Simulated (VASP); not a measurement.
Wanted: the native input for a VASP 6.6.1 run.

```yaml
Task: single point
Functional: PBE
Potentials_or_basis: VASP PAW PBE potentials, release 64 (Cs_sv)
Cutoff: 520 eV
k_mesh: 6 × 6 × 6
Occupations: fermi-dirac, width 0.05 eV
Spin: no spin polarisation
Dipole_correction: no
Further_INCAR_settings: ALGO = Fast; EDIFF = 1e-06; NBANDS = 10
```

The structure of Cs lies in POSCAR:

```
Cs
1.0
   -3.1696337965      3.1696337965      3.1696337965
    3.1696337965     -3.1696337965      3.1696337965
    3.1696337965      3.1696337965     -3.1696337965
Cs
1
Direct
    0.0000000000      0.0000000000      0.0000000000
```

This cell differs from its parent crystal: volume scaled by 1.04.

One way to write it, as run:

INCAR

```
  PREC = Accurate
  ENCUT = 520
  EDIFF = 1E-6
  ISMEAR = -1
  SIGMA = 0.05
  LREAL = F
  LASPH = T
  NELM = 60
  ALGO = Fast
  ISIF = 2
  LWAVE = F
  LCHARG = F
  GGA = PE
  NBANDS = 10
```

KPOINTS

```
regular mesh
0
Gamma
  6 6 6
```

Potentials or basis: VASP PAW PBE potentials, release 64 (Cs_sv).

Run with:

```sh
$ cat potpaw_PBE.64/Cs_sv/POTCAR > POTCAR
$ mpirun -np 1 vasp_std > vasp.out
```

Results of the run:

- Pressure: -0.1 GPa

Wall time 7.8 s on 1 thread of Intel(R) Xeon(R) 6975P-C (Granite Rapids) (shared host), peak memory 0.24 GiB.
